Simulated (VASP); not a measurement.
## Nb3RuC: single point with PBE

Crystal: Nb3RuC.

```
CELL_PARAMETERS angstrom
4.73143 0.00000 0.00000
0.00000 4.73143 0.00000
0.00000 0.00000 4.73143
ATOMIC_POSITIONS crystal
Nb 0.50000 0.00000 0.50000
Nb 0.50000 0.50000 0.00000
Nb 0.00000 0.50000 0.50000
Ru 0.50000 0.50000 0.50000
C 0.00000 0.00000 0.00000
```

```json
{"Program": "VASP 6.6.1", "Task": "single point", "Functional": "PBE", "Potentials or basis": "VASP PAW PBE potentials, release 64 (Nb_sv, Ru_pv, C)", "Cutoff": "520 eV", "k mesh": "8 × 8 × 8", "Occupations": "gaussian, width 0.1 eV", "Spin": "no spin polarisation", "Dipole correction": "no", "Further INCAR settings": "ALGO = Normal; EDIFF = 1e-06; NBANDS = 36"}
```

The pressure is 0.0 GPa and the band gap on the k mesh is zero (an odd number of electrons rules out a gap without spin polarisation).

Levels at points of the mesh, in eV from the Fermi level:
| k point | band 26 | band 27 | band 28 | band 29 | band 30 | band 31 |
| --- | --- | --- | --- | --- | --- | --- |
| (0.00, 0.00, 0.00) | -0.68 | -0.68 | -0.68 | 0.73 | 0.73 | 0.73 |
| (0.50, 0.00, 0.00) | -0.87 | -0.87 | -0.70 | -0.56 | 0.11 | 0.42 |
| (0.50, 0.50, 0.00) | -1.33 | -1.25 | -1.25 | 0.23 | 0.23 | 0.63 |
| (0.50, 0.50, 0.50) | -0.88 | -0.88 | -0.63 | -0.63 | -0.63 | -0.50 |

Wall time 3.6 min on 1 thread of Intel Xeon 8259CL, with other jobs on the host, peak memory 0.27 GiB.
